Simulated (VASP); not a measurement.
Crystal: Co.

```
Co
1.0
     2.47200    0.00000    0.00000
    -1.23600    2.14081    0.00000
     0.00000    0.00000    4.02114
Co
2
Direct
  0.66667 0.33333 0.75000
  0.33333 0.66667 0.25000
```

```yaml
Program: VASP 6.6.1
Task: relaxation of cell and atoms
Functional: PBEsol
Dispersion: D4
Potentials_or_basis: VASP PAW PBE potentials, release 64 (Co)
Cutoff: 600 eV
k_mesh: 12 × 12 × 7
Occupations: fermi-dirac, width 0.05 eV
Spin: collinear spin, ferromagnetic start
Starting_moments: "[2.0, 2.0] μB"
```

At the start: pressure -10.1 GPa; volume 10.64 Å³/atom.

Problem. How do energy, volume and symmetry change on relaxing?

Solution. Over 8 steps the energy falls by 16.2 meV/atom and the volume is 10.16 Å³/atom (-4.5 %); space group P6_3/mmc (No. 194, to 0.05 Å); moment 3.06 μB per cell.

The path:
```
step  energy change (eV)  largest force (eV/Å)  pressure (GPa)  volume (Å³)
   1              0.0000                0.0000          -10.06        21.28
   2              0.0135                0.0000           15.19        19.29
   3             -0.0323                0.0000           -0.03        20.32
   4             -0.0323                0.0000            0.19        20.31
   5             -0.0325                0.0000            0.12        20.31
   6             -0.0325                0.0000            0.10        20.31
   7             -0.0325                0.0000           -0.09        20.33
   8             -0.0325                0.0000           -0.02        20.32
```

Final structure:
```
Co
1.0
     2.44092    0.00000    0.00000
    -1.22046    2.11390    0.00000
     0.00000    0.00000    3.93902
Co
2
Direct
  0.66667 0.33333 0.75000
  0.33333 0.66667 0.25000
```

Caveat: the PAW data sets were made with another functional, which shifts forces and pressure a little; pairwise dispersion overbinds metals, which lowers pressure and volume.
